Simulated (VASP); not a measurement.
Input of a VASP 6.6.1 run:

The input INCAR:

```
SYSTEM = TePb
PREC = Accurate ; ENCUT = 500
EDIFF = 1E-6 ; ISMEAR = 0
SIGMA = 0.1 ; LREAL = .FALSE.
LASPH = .TRUE. ; NELM = 120
ALGO = Normal ; ISIF = 2
LWAVE = .FALSE. ; LCHARG = .TRUE.
GGA = CA ; LELF = .TRUE.
LVHAR = .TRUE. ; NBANDS = 17
GGA_COMPAT = .FALSE.
```

The input KPOINTS:

```
Automatic mesh
0
G
  6 6 6
  0 0 0
```

POSCAR

```
TePb
1.0
    0.0000000000      3.2200000000      3.2200000000
    3.2200000000      0.0000000000      3.2200000000
    3.2200000000      3.2200000000      0.0000000000
Pb Te
1 1
Direct
    0.0000000000      0.0000000000      0.0000000000
    0.5000000000      0.5000000000      0.5000000000
```

Potentials or basis: VASP PAW LDA potentials, release 64 (Pb_d, Te).

Command:

```sh
$ cat potpaw_LDA.64/Pb_d/POTCAR potpaw_LDA.64/Te/POTCAR > POTCAR
$ mpirun -np 1 vasp_std > vasp.out
```

(1) What does it give for the pressure?

(2) Estimate the band gap on the k mesh.

Results:

(1) -1.2 GPa.

(2) 0.61 eV, direct.

Caveat: spin-orbit coupling is left out, which moves the levels of the heavy elements.
